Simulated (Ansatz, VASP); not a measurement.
Two plane-wave programs on AlB2As3

The input INCAR:

```
  PREC = Accurate
  ENCUT = 600
  EDIFF = 1E-6
  ISMEAR = 0
  SIGMA = 0.1
  LREAL = F
  LASPH = T
  NELM = 80
  ALGO = Normal
  ISIF = 3
  LWAVE = F
  LCHARG = F
  GGA = PE
  IBRION = 2
  NSW = 90
  EDIFFG = -0.04
```

KPOINTS

```
Automatic mesh
0
Gamma
  6 6 1
```

File POSCAR:

```
AlB2As3
1.0
    3.6364835000      0.0000000000      0.0000000000
   -1.8182417500      3.1492870900      0.0000000000
    0.0000000000      0.0000000000     17.9293284500
Al B As
2 4 6
Direct
    0.3333333300      0.6666666700      0.0002276700
    0.3333333300      0.6666666700      0.3335610000
    0.3333333300      0.6666666700      0.6668943300
    0.6666666700      0.3333333300      0.1668943300
    0.6666666700      0.3333333300      0.5002276700
    0.6666666700      0.3333333300      0.8335610000
    0.3333333300      0.6666666700      0.1251056700
    0.3333333300      0.6666666700      0.4584390000
    0.3333333300      0.6666666700      0.7917723400
    0.6666666700      0.3333333300      0.2917723400
    0.6666666700      0.3333333300      0.6251056700
    0.6666666700      0.3333333300      0.9584390000
```

Input for Ansatz:

```yaml
crystal:
  lattice:
    - [3.6364835, 0.0, 0.0]
    - [-1.81824175, 3.14928709, 0.0]
    - [0.0, 0.0, 17.92932845]
  atoms:
    - { symbol: Al, position: [0.33333333, 0.66666667, 0.00022767] }
    - { symbol: Al, position: [0.33333333, 0.66666667, 0.333561] }
    - { symbol: B, position: [0.33333333, 0.66666667, 0.66689433] }
    - { symbol: B, position: [0.66666667, 0.33333333, 0.16689433] }
    - { symbol: B, position: [0.66666667, 0.33333333, 0.50022767] }
    - { symbol: B, position: [0.66666667, 0.33333333, 0.833561] }
    - { symbol: As, position: [0.33333333, 0.66666667, 0.12510567] }
    - { symbol: As, position: [0.33333333, 0.66666667, 0.458439] }
    - { symbol: As, position: [0.33333333, 0.66666667, 0.79177234] }
    - { symbol: As, position: [0.66666667, 0.33333333, 0.29177234] }
    - { symbol: As, position: [0.66666667, 0.33333333, 0.62510567] }
    - { symbol: As, position: [0.66666667, 0.33333333, 0.958439] }
basis:
  ecutwfc: 420
kpoints:
  mp_grid: { grid: [6, 6, 1] }
hamiltonian:
  xc: pbe
scf:
  occupations: { method: gaussian, width: 0.1 }
  lower_state_search: "off"
output:
  forces: true
  stress: true
  eigenvalues: true
relax:
  adjacent_minimum: "off"
  f_tol: 0.04
  max_steps: 70
  cell: { stress_tol: 0.4 }
```

Alike in both runs: task relaxation of cell and atoms; functional PBE; k mesh 6 × 6 × 1; occupations gaussian, width 0.1 eV; no spin polarisation.

```csv
,VASP,Ansatz
version,VASP 6.6.1,Ansatz 0.2.0
potentials or method,"VASP PAW PBE potentials, release 64 (Al, B, As), cutoff 600 eV","scalar-relativistic, plane waves, PAW"
valence electrons in the cell,48,108
```

|  | VASP | Ansatz | Ansatz less VASP |
| --- | --- | --- | --- |
| gap on the k mesh at the Fermi level, each at its own relaxed structure (eV) | 0.11 | 0.12 | +0.007 |
| relaxed volume (Å³/atom) | 16.92 | 16.87 | -0.047 |
| relaxed length of the cell vector where the two differ most in proportion (Å) | 18.275 | 18.255 | -0.0206 |

VASP's potentials hold 48 valence electrons a cell and Ansatz's 108, so a difference there can come from the potentials and not from the codes.
